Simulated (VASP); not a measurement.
# W (Im-3m) in VASP: a series of runs

Runs on W. Level: PBE. Tasks: single point, relaxation of cell and atoms.

All numbers are computed with VASP 6.6.1; they aren't measurements. Logs are shortened: lines on timing, memory, paths and dates and some standing lists are left out, and cuts for length are marked.

**1. The cell of the first run**

The structure is cubic, space group Im-3m (No. 229). Conventional cell: a = 3.183 Å, b = 3.183 Å, c = 3.183 Å, α = 90.00°, β = 90.00°, γ = 90.00°. W (site symmetry m-3m) has 14 W at 2.76 to 3.18 Å within 3.6 Å.

**2. Single point, PBE**

Input file INCAR:

```
PREC = Accurate ; ENCUT = 520
EDIFF = 1E-6 ; ISMEAR = -1
SIGMA = 0.05 ; LREAL = False
LASPH = True ; NELM = 60
ALGO = Normal ; ISIF = 2
LWAVE = False ; LCHARG = True
GGA = PE ; LELF = True
LVHAR = True ; NBANDS = 13
```

Input file KPOINTS:

```
Automatic mesh
0
Gamma
  20 20 20
```

Input file POSCAR:

```
W
1.0
   -1.5917310492      1.5917310492      1.5917310492
    1.5917310492     -1.5917310492      1.5917310492
    1.5917310492      1.5917310492     -1.5917310492
W
1
Direct
    0.0000000000      0.0000000000      0.0000000000
```

Potentials or basis: VASP PAW PBE potentials, release 64 (W_sv).

On the command line:

```
$ cat potpaw_PBE.64/W_sv/POTCAR > POTCAR
$ mpirun -np 1 vasp_std > vasp.out
```

OUTCAR:

```text
PREC = Accurate
   ENCUT = 520
   EDIFF = 1E-6
   ISMEAR = -1
   LREAL = False
   LASPH = True
   NELM = 60
   ISIF = 2
   GGA = PE

 ion  position               nearest neighbor table
   1  0.000  0.000  0.000-

  LATTYP: Found a body centered cubic cell.
 ALAT       =     3.1834620984

  Lattice vectors:

 A1 = (  -1.5917310492,   1.5917310492,   1.5917310492)
 A2 = (   1.5917310492,  -1.5917310492,   1.5917310492)
 A3 = (   1.5917310492,   1.5917310492,  -1.5917310492)

Analysis of symmetry for initial positions (statically):
=====================================================================
 Subroutine PRICEL returns:
 Original cell was already a primitive cell.

 Routine SETGRP: Setting up the symmetry group for a
 body centered cubic supercell.

 Subroutine GETGRP returns: Found 48 space group operations
 (whereof 48 operations were pure point group operations)
 out of a pool of 48 trial point group operations.

The static configuration has the point symmetry O_h .

Analysis of symmetry for dynamics (positions and initial velocities):
=====================================================================
 Subroutine PRICEL returns:
 Original cell was already a primitive cell.

 Routine SETGRP: Setting up the symmetry group for a
 body centered cubic supercell.

 Subroutine GETGRP returns: Found 48 space group operations
 (whereof 48 operations were pure point group operations)
 out of a pool of 48 trial point group operations.

The dynamic configuration has the point symmetry O_h .

 Subroutine INISYM returns: Found 48 space group operations
 (whereof 48 operations are pure point group operations),
 and found     1 'primitive' translations

----------------------------------------------------------------------------------------

                                     Primitive cell

  volume of cell :      16.1313

  direct lattice vectors                    reciprocal lattice vectors
    -1.591731049  1.591731049  1.591731049     0.000000000  0.314123419  0.314123419
     1.591731049 -1.591731049  1.591731049     0.314123419  0.000000000  0.314123419
     1.591731049  1.591731049 -1.591731049     0.314123419  0.314123419  0.000000000

  length of vectors
     2.756959049  2.756959049  2.756959049     0.444237600  0.444237600  0.444237600

  position of ions in fractional coordinates (direct lattice)
     0.000000000  0.000000000  0.000000000

  ion indices of the primitive-cell ions
   primitive index   ion index
                 1           1

----------------------------------------------------------------------------------------

 KPOINTS: Automatic mesh

Automatic generation of k-mesh.
 Grid dimensions read from file:
 generate k-points for:   20   20   20

 Generating k-lattice:

  Cartesian coordinates                     Fractional coordinates (reciprocal lattice)
     0.000000000  0.015706171  0.015706171     0.050000000  0.000000000  0.000000000
     0.015706171  0.000000000  0.015706171     0.000000000  0.050000000  0.000000000
     0.015706171  0.015706171  0.000000000     0.000000000  0.000000000  0.050000000

  Length of vectors
     0.022211880  0.022211880  0.022211880

  Shift w.r.t. Gamma in fractional coordinates (k-lattice)
     0.000000000  0.000000000  0.000000000

 Subroutine IBZKPT returns following result:
 ===========================================

 Found    256 irreducible k-points:

 Following reciprocal coordinates:
            Coordinates               Weight
  0.000000  0.000000  0.000000      1.000000
  0.050000  0.000000  0.000000     12.000000
  0.100000  0.000000  0.000000     12.000000
  0.150000  0.000000  0.000000     12.000000
  0.200000  0.000000  0.000000     12.000000
  0.250000  0.000000  0.000000     12.000000
[... 16 lines left out ...]
  0.200000  0.100000 -0.000000     48.000000
  0.250000  0.100000  0.000000     48.000000
 [... further k-points ...]
   k-points           NKPTS =    256   k-points in BZ     NKDIM =    256   number of bands    NBANDS=     13
   number of dos      NEDOS =    301   number of ions     NIONS =      1
   total plane-waves  NPLWV =  13824
   dimension x,y,z NGX =    24 NGY =   24 NGZ =   24
   dimension x,y,z NGXF=    48 NGYF=   48 NGZF=   48
   ions per type =               1
   NGX,Y,Z   is equivalent  to a cutoff of  14.47, 14.47, 14.47 a.u.
   NGXF,Y,Z  is equivalent  to a cutoff of  28.94, 28.94, 28.94 a.u.
 SYSTEM =  unknown system
   PREC   = accura    normal or accurate (medium, high low for compatibility)
   ISTART =      0    job   : 0-new  1-cont  2-samecut
   ICHARG =      2    charge: 1-file 2-atom 10-const
   ISPIN  =      1    spin polarized calculation?
   LNONCOLLINEAR =      F non collinear calculations
   LSORBIT =      F    spin-orbit coupling
   LASPH  =      T    aspherical Exc in radial PAW
   ENCUT  =  520.0 eV  38.22 Ry    6.18 a.u.   5.13  5.13  5.13*2*pi/ulx,y,z
   NELM   =     60;   NELMIN=  2; NELMDL= -5     # of ELM steps
   EDIFF  = 0.1E-05   stopping-criterion for ELM
   LREAL  =      F    real-space projection
   EDIFFG = 0.1E-04   stopping-criterion for IOM
   NSW    =      0    number of steps for IOM
   IBRION =     -1    ionic relax: 0-MD 1-quasi-New 2-CG
   NFREE  =      0    steps in history (QN), initial steepest desc. (CG)
   ISIF   =      2    stress and relaxation
   ISYM   =      2    0-nonsym 1-usesym 2-fastsym
   POTIM  = 0.5000    time-step for ionic-motion
   TEBEG  =    0.0;   TEEND  =   0.0 temperature during run
   PSTRESS=    0.0 pullay stress
   NELECT =      14.0000    total number of electrons
   NUPDOWN=      -1.0000    fix difference up-down
   EMIN   =  10.00;   EMAX   =-10.00  energy-range for DOS
   EFERMI =   0.00;   METHOD = LEGACY
   ISMEAR =    -1;   SIGMA  =   0.05  broadening in eV -4-tet -1-fermi 0-gaus
   EFERMI_NEDOS =   21; number of points for ismear=-14 and -15
   IALGO  =     38    algorithm
   IMIX   =      4    mixing-type and parameters
     AMIX     =   0.40;   BMIX     =  1.00
     AMIX_MAG =   1.60;   BMIX_MAG =  1.00
  volume/ion in A,a.u.               =      16.13       108.86
  Fermi-wavevector in a.u.,A,eV,Ry     =   1.561569  2.950937 33.177773  2.438498
  Thomas-Fermi vector in A             =   2.664615
   LORBIT       =      0    0 simple, 1 ext, 2 COOP (PROOUT), +10 PAW based schemes
   GGA     = PE    functional components
   LHFCALC =     F    Hartree Fock is set to
   AEXX    =    0.0000 exact exchange contribution
   IVDW    =     0    specifies the selected vdW correction
   LEPSILON=     F    determine dielectric tensor
   LRPA    =     F    only Hartree local field effects (RPA)
 non-spin polarized calculation
  energy-cutoff  :      520.00
  volume of cell :       16.13
 maximum number of plane-waves:       466
 NGX is ok and might be reduce to    24
   NGX = 11   NGY = 11   NGZ = 11

 number of electron      14.0000002 magnetization

 Free energy of the ion-electron system (eV)
  ---------------------------------------------------
  ext. energy  EPLUGINS =         0.00000000
  ---------------------------------------------------
  free energy    TOTEN  =       -12.95995470 eV

  energy without entropy =      -12.95719858  energy(sigma->0) =      -12.95857664

 E-fermi :  11.2402     XC(G=0): -13.5426

 val. band max:       11.2341914157   @ k =  -0.2000   0.3000   0.1000
 cond. band min:      11.2535941312   @ k =   0.5000   0.5000   0.2000
 fundamental gap:      0.0194027155
 Fermi energy:        11.2401538174

 k-point     1 :       0.0000    0.0000    0.0000
  band No.  band energies     occupation
      1     -63.0191      2.00000
      2     -26.6058      2.00000
      3     -26.6058      2.00000
      4     -26.6058      2.00000
      5       1.6520      2.00000
      6       9.9897      2.00000
      7       9.9897      2.00000
      8       9.9897      2.00000
      9      13.4105      0.00000
     10      13.4105      0.00000
     11      25.6695      0.00000
     12      25.6695      0.00000
     13      25.6695      0.00000

 k-point     2 :       0.0500    0.0000    0.0000
  band No.  band energies     occupation
      1     -63.0161      2.00000
      2     -26.6379      2.00000
      3     -26.6158      2.00000
      4     -26.6059      2.00000
      5       1.7711      2.00000
      6       9.9171      2.00000
      7       9.9741      2.00000
      8      10.1040      2.00000
      9      13.2924      0.00000
     10      13.4111      0.00000
     11      25.7718      0.00000
     12      25.8722      0.00000
     13      25.9616      0.00000

 k-point     3 :       0.1000    0.0000    0.0000
  band No.  band energies     occupation
      1     -63.0074      2.00000
      2     -26.7303      2.00000
      3     -26.6449      2.00000
      4     -26.6063      2.00000
      5       2.1180      2.00000
      6       9.7135      2.00000
      7       9.9093      2.00000
      8      10.4440      2.00000
      9      13.0214      0.00000
     10      13.4176      0.00000
     11      26.0383      0.00000
     12      26.4652      0.00000
     13      26.7309      0.00000
[... 305 lines left out ...]
 k-point    23 :       0.2000    0.1000   -0.0000
  band No.  band energies     occupation
      1     -62.9514      2.00000
      2     -27.2718      2.00000
      3     -26.8109      2.00000
      4     -26.6497      2.00000
      5       4.3371      2.00000
      6       8.7134      2.00000
      7       9.0581      2.00000
      8      12.4788      0.00000
      9      13.1861      0.00000
     10      13.8783      0.00000
     11      26.1247      0.00000
     12      27.4535      0.00000
     13      29.5362      0.00000

 k-point    24 :       0.2500    0.1000    0.0000
  band No.  band energies     occupation
      1     -62.9331      2.00000
      2     -27.4340      2.00000
      3     -26.8811      2.00000
      4     -26.6525      2.00000
      5       4.9325      2.00000
      6       8.3957      2.00000
      7       9.0917      2.00000
      8      12.6817      0.00000
      9      13.9996      0.00000
     10      14.2927      0.00000
     11      25.0391      0.00000
     12      26.4589      0.00000
     13      30.7091      0.00000

 [... further k-points ...]
[... 5 lines left out ...]
  --------------------------------------------------------------------------------------
  -------------------------------------------------------------------------------------
  Total        0.0500348      0.0500348      0.0500348      0.0000000      0.0000000     -0.0000000
  in kB        4.9695112      4.9695112      4.9695112      0.0000000      0.0000000     -0.0000000
  external PRESSURE =       4.9695112 kB  Pullay stress =       0.0000000 kB

 VOLUME and BASIS-vectors are now :
 -----------------------------------------------------------------------------
  energy-cutoff  :      520.00
  volume of cell :       16.13
      direct lattice vectors                 reciprocal lattice vectors
    -1.591731049  1.591731049  1.591731049     0.000000000  0.314123419  0.314123419
     1.591731049 -1.591731049  1.591731049     0.314123419  0.000000000  0.314123419
     1.591731049  1.591731049 -1.591731049     0.314123419  0.314123419  0.000000000

 POSITION                                       TOTAL-FORCE (eV/Angst)
 -----------------------------------------------------------------------------------
      0.00000      0.00000      0.00000        -0.000000      0.000000     -0.000000
 -----------------------------------------------------------------------------------
    total drift:                                0.000000      0.000000     -0.000000

  FREE ENERGIE OF THE ION-ELECTRON SYSTEM (eV)
  ---------------------------------------------------
  free  energy   TOTEN  =       -12.9599547048 eV

  energy  without entropy=      -12.9571985791  energy(sigma->0) =      -12.95857664
```

Wall time 17 s (1 thread of Intel Xeon 6975P-C (Granite Rapids), shared host); peak memory 0.18 GiB.

What came out:

- Free energy: -12.9600 eV
- Pressure: 0.5 GPa
- Band gap on the k mesh: zero (band 7 reaches 16.23 eV, above the bottom of band 8 at 9.99 eV)

Levels at points of the mesh, in eV from the Fermi level:
| k point | band 5 | band 6 | band 7 | band 8 | band 9 | band 10 |
| --- | --- | --- | --- | --- | --- | --- |
| (0.00, 0.00, 0.00) | -9.59 | -1.25 | -1.25 | -1.25 | 2.17 | 2.17 |
| (0.50, 0.00, 0.00) | -6.21 | -3.53 | 0.57 | 2.05 | 3.01 | 5.94 |
| (0.50, 0.50, 0.50) | -5.74 | -5.74 | 4.99 | 4.99 | 4.99 | 8.06 |

Caveat: spin-orbit coupling is left out, which moves the levels of the heavy elements.

**3. Relaxation of cell and atoms, PBE**

Input file INCAR:

```
SYSTEM = W
PREC = Accurate ; ENCUT = 600
EDIFF = 1E-6 ; ISMEAR = -1
SIGMA = 0.05 ; LREAL = .FALSE.
LASPH = .TRUE. ; NELM = 100
ALGO = Normal ; ISIF = 3
LWAVE = .FALSE. ; LCHARG = .FALSE.
GGA = PE ; IBRION = 2
NSW = 60 ; EDIFFG = -0.02
```

Input file KPOINTS:

```
regular mesh
0
G
  20 20 20
  0 0 0
```

Input file POSCAR:

```
W
1.0
   -1.5919044547      1.5919044547      1.5919044547
    1.5919044547     -1.5919044547      1.5919044547
    1.5919044547      1.5919044547     -1.5919044547
W
1
Direct
    0.0000000000      0.0000000000      0.0000000000
```

Potentials or basis: VASP PAW PBE potentials, release 64 (W_sv).

On the command line:

```
$ cat potpaw_PBE.64/W_sv/POTCAR > POTCAR
$ mpirun -np 1 vasp_std > vasp.out
```

OUTCAR:

```text
SYSTEM = W
   PREC = Accurate
   ENCUT = 600
   EDIFF = 1E-6
   ISMEAR = -1
   LREAL = .FALSE.
   LASPH = .TRUE.
   NELM = 100
   ISIF = 3
   GGA = PE
   IBRION = 2
   NSW = 60
   EDIFFG = -0.02

 ion  position               nearest neighbor table
   1  0.000  0.000  0.000-

  LATTYP: Found a body centered cubic cell.
 ALAT       =     3.1838089094

  Lattice vectors:

 A1 = (  -1.5919044547,   1.5919044547,   1.5919044547)
 A2 = (   1.5919044547,  -1.5919044547,   1.5919044547)
 A3 = (   1.5919044547,   1.5919044547,  -1.5919044547)

Analysis of symmetry for initial positions (statically):
=====================================================================
 Subroutine PRICEL returns:
 Original cell was already a primitive cell.

 Routine SETGRP: Setting up the symmetry group for a
 body centered cubic supercell.

 Subroutine GETGRP returns: Found 48 space group operations
 (whereof 48 operations were pure point group operations)
 out of a pool of 48 trial point group operations.

The static configuration has the point symmetry O_h .

Analysis of symmetry for dynamics (positions and initial velocities):
=====================================================================
 Subroutine PRICEL returns:
 Original cell was already a primitive cell.

 Routine SETGRP: Setting up the symmetry group for a
 body centered cubic supercell.

 Subroutine GETGRP returns: Found 48 space group operations
 (whereof 48 operations were pure point group operations)
 out of a pool of 48 trial point group operations.

The dynamic configuration has the point symmetry O_h .

 Subroutine INISYM returns: Found 48 space group operations
 (whereof 48 operations are pure point group operations),
 and found     1 'primitive' translations

----------------------------------------------------------------------------------------

[... 121 lines left out ...]
 conjugate gradient relaxation of ions
 non-spin polarized calculation
  energy-cutoff  :      600.00
  volume of cell :       16.14
 maximum number of plane-waves:       555
 NGX is ok and might be reduce to    24
   NGX = 11   NGY = 11   NGZ = 11

--------------------------------------- Ionic step        1  -------------------------------------------

 number of electron      14.0000002 magnetization

 Free energy of the ion-electron system (eV)
  ---------------------------------------------------
  ext. energy  EPLUGINS =         0.00000000
  ---------------------------------------------------
  free energy    TOTEN  =       -12.96018193 eV

  energy without entropy =      -12.95742360  energy(sigma->0) =      -12.95880276

------------------------ aborting loop because EDIFF is reached ----------------------------------------

  FORCE on cell =-STRESS in cart. coord.  units (eV):
  Direction    XX          YY          ZZ          XY          YZ          ZX
  --------------------------------------------------------------------------------------
  -------------------------------------------------------------------------------------
  Total        0.0460288      0.0460288      0.0460288      0.0000000     -0.0000000      0.0000000
  in kB        4.5701369      4.5701369      4.5701369      0.0000000     -0.0000000      0.0000000
  external PRESSURE =       4.5701369 kB  Pullay stress =       0.0000000 kB
[... 57 lines left out ...]
--------------------------------------- Ionic step        3  -------------------------------------------

 number of electron      14.0000002 magnetization

 Free energy of the ion-electron system (eV)
  ---------------------------------------------------
  ext. energy  EPLUGINS =         0.00000000
  ---------------------------------------------------
  free energy    TOTEN  =       -12.96021571 eV

  energy without entropy =      -12.95744687  energy(sigma->0) =      -12.95883129

 E-fermi :  11.2151     XC(G=0): -13.5326

 val. band max:       11.2099362753   @ k =  -0.2000   0.3000   0.1000
 cond. band min:      11.2286880214   @ k =   0.5000   0.5000   0.2000
 fundamental gap:      0.0187517461
 Fermi energy:        11.2150590514

 k-point     1 :       0.0000    0.0000    0.0000
  band No.  band energies     occupation
      1     -63.0467      2.00000
      2     -26.6358      2.00000
      3     -26.6358      2.00000
      4     -26.6358      2.00000
      5       1.6368      2.00000
      6       9.9672      2.00000
      7       9.9672      2.00000
      8       9.9672      2.00000
      9      13.3809      0.00000
     10      13.3809      0.00000
     11      25.6402      0.00000
[... 309 lines left out ...]
 k-point    24 :       0.2500    0.1000    0.0000
  band No.  band energies     occupation
      1     -62.9614      2.00000
      2     -27.4591      2.00000
      3     -26.9096      2.00000
      4     -26.6823      2.00000
      5       4.9137      2.00000
      6       8.3770      2.00000
      7       9.0698      2.00000
      8      12.6538      0.00000
      9      13.9679      0.00000
     10      14.2598      0.00000
     11      24.9999      0.00000

 [... further k-points ...]
[... 5 lines left out ...]
  --------------------------------------------------------------------------------------
  -------------------------------------------------------------------------------------
  Total       -0.0002322     -0.0002322     -0.0002322     -0.0000000      0.0000000     -0.0000000
  in kB       -0.0230223     -0.0230223     -0.0230223     -0.0000000      0.0000000     -0.0000000
  external PRESSURE =      -0.0230223 kB  Pullay stress =       0.0000000 kB
[... 16 lines left out ...]
  FREE ENERGIE OF THE ION-ELECTRON SYSTEM (eV)
  ---------------------------------------------------
  free  energy   TOTEN  =       -12.9602157127 eV

  energy  without entropy=      -12.9574468694  energy(sigma->0) =      -12.95883129

 reached required accuracy - stopping structural energy minimisation
```

CONTCAR:

```text
W
   1.00000000000000
    -1.5926678428435941    1.5926678428435941    1.5926678428435941
     1.5926678428435941   -1.5926678428435941    1.5926678428435941
     1.5926678428435941    1.5926678428435941   -1.5926678428435941
  W
     1
Direct
     0.0000000000000000    0.0000000000000000    0.0000000000000000

  0.00000000E+00  0.00000000E+00  0.00000000E+00
```

Wall time 49 s (1 thread of Intel Xeon 6975P-C (Granite Rapids), shared host); peak memory 0.18 GiB.

What came out:

```yaml
Free_energy: -12.9602 eV
Relaxed_volume: 16.16 Å³/atom
Relaxed_cell: a = 2.759 Å, b = 2.759 Å, c = 2.759 Å, α = 109.47°, β = 109.47°, γ = 109.47°
Space_group_after_relaxing_to_0.05_Å: Im-3m (No. 229)
Energy_gained_by_relaxing: 0.0 meV/atom
Ionic_steps: 3
Pressure_after_relaxing: 0.0 GPa
Band_gap_on_the_k_mesh: zero (band 7 reaches 16.19 eV, above the bottom of band 8 at 9.97 eV)
```

Final structure:
```yaml
crystal:
  lattice:
    - [-1.59267, 1.59267, 1.59267]
    - [1.59267, -1.59267, 1.59267]
    - [1.59267, 1.59267, -1.59267]
  atoms:
    - { symbol: W, position: [0.00000, 0.00000, 0.00000] }
```

Caveat: spin-orbit coupling is left out, which moves the levels of the heavy elements.
